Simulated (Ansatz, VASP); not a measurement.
## BeTe in VASP and in Ansatz

Contents of INCAR:

```
SYSTEM = BeTe
ALGO = Normal
EDIFF = 1E-6
ENCUT = 600
GGA = PS
GGA_COMPAT = .FALSE.
ISIF = 2
ISMEAR = 0
LASPH = .TRUE.
LCHARG = .FALSE.
LREAL = .FALSE.
LWAVE = .FALSE.
NBANDS = 11
NELM = 120
PREC = Accurate
SIGMA = 0.01
```

KPOINTS

```
k-points
0
G
  8 8 8
  0 0 0
```

Contents of POSCAR:

```
BeTe
1.0
    0.0000000000      2.8025277263      2.8025277263
    2.8025277263      0.0000000000      2.8025277263
    2.8025277263      2.8025277263      0.0000000000
Be Te
1 1
Direct
    0.0000000000      0.0000000000      0.0000000000
    0.2500000000      0.2500000000      0.2500000000
```

Input for Ansatz:

```yaml
crystal:
  lattice:
    - [0.0, 2.8025277263, 2.8025277263]
    - [2.8025277263, 0.0, 2.8025277263]
    - [2.8025277263, 2.8025277263, 0.0]
  atoms:
    - { symbol: Be, position: [0.0, 0.0, 0.0] }
    - { symbol: Te, position: [0.25, 0.25, 0.25] }
basis:
  ecutwfc: 600.0
kpoints:
  mp_grid: { grid: [8, 8, 8] }
  band_path:
    path:
      - [0.0, 0.0, 0.0]
      - [0.0, 0.0, 0.0]
      - [0.0, 0.0, 0.0]
      - [0.0, 0.0, 0.0]
      - [0.0, 0.0, 0.0]
      - [0.0, 0.0, 0.0]
      - [0.0, 0.0, 0.0]
      - [0.0, 0.0, 0.0]
      - [0.0, 0.0, 0.0]
      - [0.0, 0.0, 0.0]
      - [0.0, 0.0, 0.0]
      - [0.0, 0.0, 0.0]
      - [0.0, 0.0, 0.0]
      - [0.0, 0.0, 0.0]
      - [0.0, 0.0, 0.0]
      - [0.0, 0.0, 0.0]
      - [0.0, 0.0, 0.0]
      - [0.0, 0.0, 0.0]
      - [0.0, 0.0, 0.0]
      - [0.0, 0.0, 0.0]
      - [0.0, 0.0, 0.0]
      - [0.0, 0.0, 0.0]
      - [0.0, 0.0, 0.0]
      - [0.0, 0.0, 0.0]
      - [0.0, 0.0, 0.0]
      - [0.0, 0.0, 0.0]
      - [0.3, 0.3, 0.0]
      - [0.3166666667, 0.3166666667, 0.0]
      - [0.3333333333, 0.3333333333, 0.0]
      - [0.35, 0.35, 0.0]
      - [0.3666666667, 0.3666666667, 0.0]
      - [0.3833333333, 0.3833333333, 0.0]
      - [0.4, 0.4, 0.0]
      - [0.4166666667, 0.4166666667, 0.0]
      - [0.4333333333, 0.4333333333, 0.0]
      - [0.45, 0.45, 0.0]
      - [0.4666666667, 0.4666666667, 0.0]
      - [0.4833333333, 0.4833333333, 0.0]
      - [0.5, 0.5, 0.0]
      - [0.5, 0.5, 0.5]
      - [0.5, 0.5, 0.5]
      - [0.5, 0.5, 0.5]
      - [0.5, 0.5, 0.5]
      - [0.5, 0.5, 0.5]
      - [0.5, 0.5, 0.5]
      - [0.5, 0.5, 0.5]
      - [0.5, 0.5, 0.5]
      - [0.5, 0.5, 0.5]
      - [0.5, 0.5, 0.5]
      - [0.5, 0.5, 0.5]
      - [0.5, 0.5, 0.5]
      - [0.5, 0.5, 0.5]
    npoints: 1
hamiltonian:
  xc: pbesol
  pseudopotentials: { kind: paw, azcp: { folder: soft_1 } }
scf:
  occupations: { method: fixed }
  n_extra_bands: 5
output:
  eigenvalues: true
```

Alike in both runs: task single point; functional PBEsol; k mesh 8 × 8 × 8; no spin polarisation.

|  | VASP | Ansatz |
| --- | --- | --- |
| version | VASP 6.6.1 | Ansatz 0.2.0 |
| potentials or method | VASP PAW PBE potentials, release 64 (Be, Te), cutoff 600 eV | scalar-relativistic, plane waves, PAW |
| occupations | gaussian, width 0.01 eV | fixed |
| valence electrons in the cell | 8 | 18 |

VASP gave:

```
gap on the k mesh at the Fermi level (eV) : 1.82
least direct gap on the mesh (eV)         : 3.59
```

Task: Which values does Ansatz return?

Result: gap on the k mesh at the Fermi level (eV): 1.84; least direct gap on the mesh (eV): 3.61.

VASP's potentials were made for PBE, not for PBEsol, and Ansatz warns of the same on its side. VASP's potentials hold 8 valence electrons a cell and Ansatz's 18, so a difference there can come from the potentials and not from the codes.

Neither program's run includes spin-orbit coupling.
